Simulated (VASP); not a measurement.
Set up this calculation in VASP 6.6.1, as the native input.

| Item | Value |
| --- | --- |
| Task | single point |
| Functional | PBE |
| Potentials or basis | VASP PAW PBE potentials, release 64 (F) |
| Cutoff | 520 eV |
| k mesh | 18 × 18 × 10 |
| Occupations | fermi-dirac, width 0.05 eV |
| Spin | no spin polarisation |
| Dipole correction | no |
| Further INCAR settings | ALGO = Normal; EDIFF = 1e-07; NBANDS = 14 |

The structure of F lies in POSCAR:

```
F
1.0
    1.9989023011      0.0000000000      0.0000000000
   -0.9994511506      1.7311001724      0.0000000000
    0.0000000000      0.0000000000      2.7597171071
F
2
Direct
    0.3333333333      0.6666666667      0.2500000000
    0.6666666667      0.3333333333      0.7500000000
```

These files were run (other wordings do the same):

INCAR

```
PREC = Accurate ; ENCUT = 520
EDIFF = 1E-7 ; ISMEAR = -1
SIGMA = 0.05 ; LREAL = False
LASPH = True ; NELM = 80
ALGO = Normal ; ISIF = 2
LWAVE = False ; LCHARG = True
GGA = PE ; LELF = True
LVHAR = True ; NBANDS = 14
```

KPOINTS

```
regular mesh
0
Gamma
  18 18 10
```

Potentials or basis: VASP PAW PBE potentials, release 64 (F).

Run with:

```console
$ cat potpaw_PBE.64/F/POTCAR > POTCAR
$ mpirun -np 1 vasp_std > vasp.out
```

Results of the run:

```yaml
Pressure: 279.5 GPa
Band_gap_on_the_k_mesh: zero (bands 7 and 8 overlap by 3.59 eV)
```

Caveat: the cell stands under pressure.

Wall time 9 s on 1 thread of Intel(R) Xeon(R) 6975P-C (Granite Rapids), on a shared host, peak memory 0.13 GiB.
